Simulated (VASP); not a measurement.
**As: single point with PBEsol**

The system is As.

```xyz
4
Lattice="4.5507 0.0000 0.0000 -2.2753 3.9410 0.0000 0.0000 0.0000 5.6169" Properties=species:S:1:pos:R:3 pbc="T T T"
As    2.2753    1.3137    0.1681
As    0.0000    2.6273    2.9765
As    2.2753    1.3137    2.6404
As    0.0000    2.6273    5.4488
```

```json
{
  "Program": "VASP 6.6.1",
  "Task": "single point",
  "Functional": "PBEsol",
  "Potentials or basis": "VASP PAW PBE potentials, release 64 (As)",
  "Cutoff": "520 eV",
  "k mesh": "6 × 6 × 4",
  "Occupations": "gaussian, width 0.1 eV",
  "Spin": "no spin polarisation",
  "Dipole correction": "no",
  "Further INCAR settings": "ALGO = Normal; EDIFF = 1e-06; NBANDS = 18"
}
```

```
Pressure               : 0.4 GPa
Largest force          : 0.042 eV/Å
Band gap on the k mesh : zero (band 10 reaches 4.34 eV, above the bottom of band 11 at 3.64 eV)
```

Forces in eV/Å, atoms in the order of the input:
```
As   0.000  0.000 -0.042
As   0.000  0.000 -0.042
As   0.000  0.000  0.042
As   0.000  0.000  0.042
```

Stress tensor (GPa, compression positive):
```
0.30 0.00 0.00
0.00 0.30 0.00
0.00 0.00 0.46
```

Levels at points of the mesh, in eV from the Fermi level:
| k point | band 7 | band 8 | band 9 | band 10 | band 11 | band 12 | band 13 | band 14 |
| --- | --- | --- | --- | --- | --- | --- | --- | --- |
| (0.00, 0.00, 0.00) | -4.41 | -2.35 | -2.11 | -2.11 | -0.31 | -0.31 | 2.47 | 2.47 |
| (0.50, 0.00, 0.00) | -4.29 | -2.96 | -2.91 | -0.52 | 2.02 | 2.20 | 4.50 | 4.50 |
| (0.00, 0.00, 0.50) | -3.51 | -3.51 | -2.41 | -2.41 | 0.86 | 0.86 | 0.86 | 0.86 |
| (0.50, 0.00, 0.50) | -2.86 | -2.86 | -1.45 | -1.45 | 0.68 | 0.68 | 3.31 | 3.31 |

It took 23 s on 1 thread of Intel Xeon 6975P-C, on a shared host, peak memory 0.22 GiB.

Caveat: the PAW data sets were made with another functional, which shifts forces and pressure a little.
